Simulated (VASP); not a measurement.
# W (Im-3m) in VASP: notebook, part 2 of 2

VASP 6.6.1. Earlier steps stand in the parts before.

**4. Single point, PBEsol**

This run uses another cell than the first one: it holds 4 atoms, not 1.

INCAR reads:

```
  PREC = Accurate
  ENCUT = 520
  EDIFF = 1E-6
  ISMEAR = 0
  SIGMA = 0.15
  LREAL = False
  LASPH = True
  NELM = 80
  ALGO = Fast
  ISIF = 2
  LWAVE = False
  LCHARG = False
  GGA = PS
  NBANDS = 36
```

KPOINTS reads:

```
regular mesh
0
Gamma
  23 23 7
```

POSCAR reads:

```
W
1.0
   -1.5771801388      1.5771801388     -1.5771801388
   -1.5771801388     -1.5771801388      1.5771801388
    0.0000000000      6.3087205550      6.3087205550
W
4
Direct
    0.0000000000      0.0000000000      0.0000000000
    0.5000000000      0.5000000000      0.2500000000
    0.0000000000      0.0000000000      0.5000000000
    0.5000000000      0.5000000000      0.7500000000
```

Potentials or basis: VASP PAW PBE potentials, release 64 (W_sv).

Command:

```console
$ cat potpaw_PBE.64/W_sv/POTCAR > POTCAR
$ mpirun -np 1 vasp_std > vasp.out
```

OUTCAR:

```text
PREC = Accurate
   ENCUT = 520
   EDIFF = 1E-6
   ISMEAR = 0
   LREAL = False
   LASPH = True
   NELM = 80
   ISIF = 2
   GGA = PS

 ion  position               nearest neighbor table
   1  0.000  0.000  0.000-   2 2.73   4 2.73   2 2.73   4 2.73   2 3.15   4 3.15   2 3.15   4 3.15

   2  0.500  0.500  0.250-   1 2.73   3 2.73   1 2.73   3 2.73   1 3.15   3 3.15   1 3.15   3 3.15

   3  0.000  0.000  0.500-   2 2.73   4 2.73   2 2.73   4 2.73   2 3.15   4 3.15   2 3.15   4 3.15

   4  0.500  0.500  0.750-   1 2.73   3 2.73   1 2.73   3 2.73   1 3.15   3 3.15   1 3.15   3 3.15
[... 1147 lines left out ...]

 [... further k-points ...]
[... 5 lines left out ...]
  --------------------------------------------------------------------------------------
  -------------------------------------------------------------------------------------
  Total        0.2493626      0.2804771      0.2804771      0.0000000      0.0308709      0.0000000
  in kB        6.3647016      7.1588643      7.1588643      0.0000000      0.7879457      0.0000000
  external PRESSURE =       6.8941434 kB  Pullay stress =       0.0000000 kB

 VOLUME and BASIS-vectors are now :
 -----------------------------------------------------------------------------
  energy-cutoff  :      520.00
  volume of cell :       62.77
      direct lattice vectors                 reciprocal lattice vectors
    -1.577180139  1.577180139 -1.577180139    -0.317021492  0.158510746 -0.158510746
    -1.577180139 -1.577180139  1.577180139    -0.317021492 -0.158510746  0.158510746
     0.000000000  6.308720555  6.308720555     0.000000000  0.079255373  0.079255373

 POSITION                                       TOTAL-FORCE (eV/Angst)
 -----------------------------------------------------------------------------------
      0.00000      0.00000      0.00000        -0.000000     -0.000000      0.000000
     -1.57718      1.57718      1.57718         0.000000      0.000000      0.000000
      0.00000      3.15436      3.15436        -0.000000      0.000000     -0.000000
     -1.57718      4.73154      4.73154        -0.000000     -0.000000     -0.000000
 -----------------------------------------------------------------------------------
    total drift:                                0.000000      0.000000      0.000000

  FREE ENERGIE OF THE ION-ELECTRON SYSTEM (eV)
  ---------------------------------------------------
  free  energy   TOTEN  =       -55.2342716797 eV

  energy  without entropy=      -55.2153526755  energy(sigma->0) =      -55.22481218
```

OSZICAR:

```text
N       E                     dE             d eps       ncg     rms          rms(c)
DAV:   1     0.692556516844E+03    0.69256E+03   -0.31796E+04 41496   0.184E+03
DAV:   2    -0.202932424234E+02   -0.71285E+03   -0.69733E+03 43200   0.576E+02
DAV:   3    -0.569568368959E+02   -0.36664E+02   -0.35359E+02 48400   0.124E+02
DAV:   4    -0.579649738566E+02   -0.10081E+01   -0.98569E+00 51312   0.183E+01
DAV:   5    -0.579805100021E+02   -0.15536E-01   -0.15488E-01 48320   0.235E+00    0.441E+01
RMM:   6    -0.558062697286E+02    0.21742E+01   -0.27147E+00 42834   0.104E+01    0.182E+01
RMM:   7    -0.552354948687E+02    0.57077E+00   -0.23126E+00 45526   0.873E+00    0.137E+00
RMM:   8    -0.552311293217E+02    0.43655E-02   -0.18683E-01 52845   0.204E+00    0.545E-01
RMM:   9    -0.552339041898E+02   -0.27749E-02   -0.37860E-02 52193   0.996E-01    0.297E-01
RMM:  10    -0.552341332184E+02   -0.22903E-03   -0.64569E-03 52154   0.501E-01    0.236E-01
RMM:  11    -0.552342393937E+02   -0.10618E-03   -0.18208E-03 57187   0.238E-01    0.415E-02
RMM:  12    -0.552342651688E+02   -0.25775E-04   -0.27201E-04 58370   0.105E-01    0.294E-02
RMM:  13    -0.552342717662E+02   -0.65974E-05   -0.59167E-05 54268   0.466E-02    0.345E-02
RMM:  14    -0.552342724672E+02   -0.70107E-06   -0.15283E-05 47720   0.255E-02    0.165E-02
RMM:  15    -0.552342716797E+02    0.78752E-06   -0.24051E-06 35204   0.109E-02
   1 F= -.55234272E+02 E0= -.55224812E+02  d E =-.189190E-01
```

stdout:

```text
POSCAR found type information on POSCAR W
 POSCAR found :  1 types and       4 ions
 scaLAPACK will be used
 -----------------------------------------------------------------------------
|                                                                             |
|                                                                             |
|     You enforced a specific xc type in the INCAR file but a different       |
|     I HOPE YOU KNOW WHAT YOU ARE DOING!                                     |
|                                                                             |
 -----------------------------------------------------------------------------

 LDA part: xc-table for (Slater+PW92), standard interpolation
 POSCAR, INCAR and KPOINTS ok, starting setup
 FFT: planning ... GRIDC
 FFT: planning ... GRID_SOFT
 FFT: planning ... GRID
 WAVECAR not read
 entering main loop
WARNING in EDDRMM: call to ZHEGV failed, returncode =   6  3     33
WARNING in EDDRMM: call to ZHEGV failed, returncode =   8  4     31
WARNING in EDDRMM: call to ZHEGV failed, returncode =   8  4     34
WARNING in EDDRMM: call to ZHEGV failed, returncode =   8  4     32
WARNING in EDDRMM: call to ZHEGV failed, returncode =   8  4     31
WARNING in EDDRMM: call to ZHEGV failed, returncode =   6  3     35
WARNING in EDDRMM: call to ZHEGV failed, returncode =   8  4     31
WARNING in EDDRMM: call to ZHEGV failed, returncode =   8  4     34
WARNING in EDDRMM: call to ZHEGV failed, returncode =   6  3     31
WARNING in EDDRMM: call to ZHEGV failed, returncode =   8  4     32
WARNING in EDDRMM: call to ZHEGV failed, returncode =   8  4     29
WARNING in EDDRMM: call to ZHEGV failed, returncode =   8  4     32
WARNING in EDDRMM: call to ZHEGV failed, returncode =   6  3     36
```

Run time: 17 min. Hardware: 1 thread of Oxide Virtual Turin-like, shared host; peak memory 0.84 GiB.

Results:

```yaml
Free_energy: -55.2343 eV
Pressure: 0.7 GPa
Band_gap_on_the_k_mesh: zero (bands 28 and 29 overlap by 3.47 eV)
```

Levels at points of the mesh, in eV from the Fermi level:
```tsv
k point	band 26	band 27	band 28	band 29	band 30	band 31
(0.00, 0.00, 0.00)	-1.27	-1.27	-1.26	0.72	1.54	1.54
```

Caveat: the PAW data sets were made with another functional, which shifts forces and pressure a little; spin-orbit coupling is left out, which moves the levels of the heavy elements.

**5. Overview**

```csv
cell,k mesh,gap on the mesh (eV),pressure (GPa)
"a = 2.732 Å, angles 109.5°, 1 atom, atomic positions A",16 × 16 × 16,none,0.3
"a = 3.154 Å, 2 atoms, atomic positions B",10 × 10 × 10,none,0.7
"a = 2.732, b = 2.732, c = 8.922 Å, angles 90.0, 90.0, 109.5°, 4 atoms, atomic positions C",23 × 23 × 7,none,0.7
```

Alike in all rows: task single point; level PBEsol; potentials or basis VASP PAW PBE potentials, release 64 (W_sv); no spin polarisation; cutoff (eV) 520; smearing gaussian 0.15 eV.

Caveats: the PAW data sets were made with another functional, which shifts forces and pressure a little; spin-orbit coupling is left out, which moves the levels of the heavy elements.

Total energies depend on the potentials used, so only differences within one code and one set of settings carry meaning.
